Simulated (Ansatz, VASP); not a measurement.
**One calculation of WS2, two programs**

The input POSCAR:

```
WS2
1.0
    1.5790000000      0.9116360751      6.1633333333
   -1.5790000000      0.9116360751      6.1633333333
    0.0000000000     -1.8232721501      6.1633333333
W S
1 2
Direct
    0.0000000000      0.0000000000      0.0000000000
    0.5810000000      0.5810000000      0.5810000000
    0.7503000000      0.7503000000      0.7503000000
```

INCAR.step1

```
  PREC = Accurate
  ENCUT = 520
  ISMEAR = -1
  SIGMA = 0.05
  LREAL = F
  LASPH = T
  NELM = 60
  NBANDS = 20
  GGA = PE
  ALGO = Normal
  EDIFF = 1E-4
  LWAVE = T
  LCHARG = F
```

File INCAR.step2:

```
  PREC = Accurate
  ENCUT = 520
  EDIFF = 1E-6
  ISMEAR = -1
  SIGMA = 0.05
  LREAL = F
  LASPH = T
  NELM = 60
  ALGO = Normal
  ISIF = 2
  LWAVE = F
  LCHARG = F
  METAGGA = R2SCAN
  LMIXTAU = T
  NBANDS = 20
  ISTART = 1
```

Contents of KPOINTS:

```
Automatic mesh
0
Gamma
  10 10 10
```

input.yaml

```yaml
crystal:
  lattice:
    - [1.579, 0.9116360751, 6.1633333333]
    - [-1.579, 0.9116360751, 6.1633333333]
    - [0.0, -1.8232721501, 6.1633333333]
  atoms:
    - { symbol: W, position: [0.0, 0.0, 0.0] }
    - { symbol: S, position: [0.581, 0.581, 0.581] }
    - { symbol: S, position: [0.7503, 0.7503, 0.7503] }
hamiltonian:
  xc: r2scan
  pseudopotentials: { kind: paw }
kpoints:
  mp_grid: { grid: [10, 10, 10] }
  band_path:
    path:
      - [[0.0, 0.0, 0.0], [0.5, 0.0, 0.0], [0.5, 0.1812521368, -0.1812521368]]
      - [[0.8187478632, 0.5, 0.1812521368], [0.5, 0.5, 0.5], [0.0, 0.0, 0.0], [0.3406260684, 0.0, -0.3406260684]]
      - [[0.6593739316, 0.3406260684, 0.0], [0.5, 0.5, 0.0], [0.6593739316, 0.6593739316, 0.1812521368], [0.5, 0.5, 0.5]]
      - [[0.5, 0.0, 0.0], [0.8187478632, 0.3406260684, 0.3406260684]]
    npoints: 14
scf:
  occupations: { method: fermi_dirac, width: 0.05 }
  n_extra_bands: 7
output:
  forces: true
  stress: true
  eigenvalues: true
  fatbands: false
```

Alike in both runs: functional r2SCAN; k mesh 10 × 10 × 10; occupations fermi-dirac, width 0.05 eV; no spin polarisation.

|  | VASP | Ansatz |
| --- | --- | --- |
| version | VASP 6.6.1 | Ansatz 0.2.0 |
| potentials or method | VASP PAW PBE potentials, release 64 (W_sv, S) | Ansatz PAW |
| plane-wave cutoff (eV) | 520 | 500 |
| valence electrons in the cell | 26 | 26 |
| task | single point | band structure |

|  | VASP | Ansatz | Ansatz less VASP |
| --- | --- | --- | --- |
| gap on the k mesh at the Fermi level (eV) | 1.19 | 1.17 | -0.015 |
| least direct gap on the mesh (eV) | 2.37 | 2.37 | -0.004 |
| pressure (GPa) | 2.8 | 2.6 | -0.20 |
| traceless stress, the component that is largest in VASP (GPa) | -0.80 | -0.74 | +0.059 |
| rms of the force components (eV/Å) | 0.254 | 0.255 | +0.0010 |

VASP's potentials were made for PBE, not for r2SCAN. Atom by atom the forces differ by 0.011 eV/Å (rms over components). With one functional, cell and mesh, what is left measures potentials, basis and numerics.

Spin-orbit coupling is off throughout. Noted on Ansatz's run: the k mesh misses the band edges, so the gap on the mesh is wider than the one along the path.
